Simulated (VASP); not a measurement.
Input of a VASP 6.6.1 run:

Contents of INCAR:

```
SYSTEM = TaPb
ALGO = Fast
EDIFF = 1E-6
ENCUT = 520
GGA = PE
ISIF = 2
ISMEAR = 0
LASPH = .TRUE.
LCHARG = .FALSE.
LREAL = .FALSE.
LWAVE = .FALSE.
NBANDS = 20
NELM = 100
PREC = Accurate
SIGMA = 0.1
```

The input KPOINTS:

```
k-points
0
G
  16 16 16
  0 0 0
```

POSCAR

```
TaPb
1.0
    0.0000000000      2.8834738143      2.8834738143
    2.8834738143      0.0000000000      2.8834738143
    2.8834738143      2.8834738143      0.0000000000
Ta Pb
1 1
Direct
    0.5000000000      0.5000000000      0.5000000000
    0.0000000000      0.0000000000      0.0000000000
```

Potentials or basis: VASP PAW PBE potentials, release 64 (Ta_pv, Pb_d).

Command:

```sh
$ cat potpaw_PBE.64/Ta_pv/POTCAR potpaw_PBE.64/Pb_d/POTCAR > POTCAR
$ mpirun -np 1 vasp_std > vasp.out
```

(1) Estimate the pressure.

Results:

(1) 0.1 GPa.
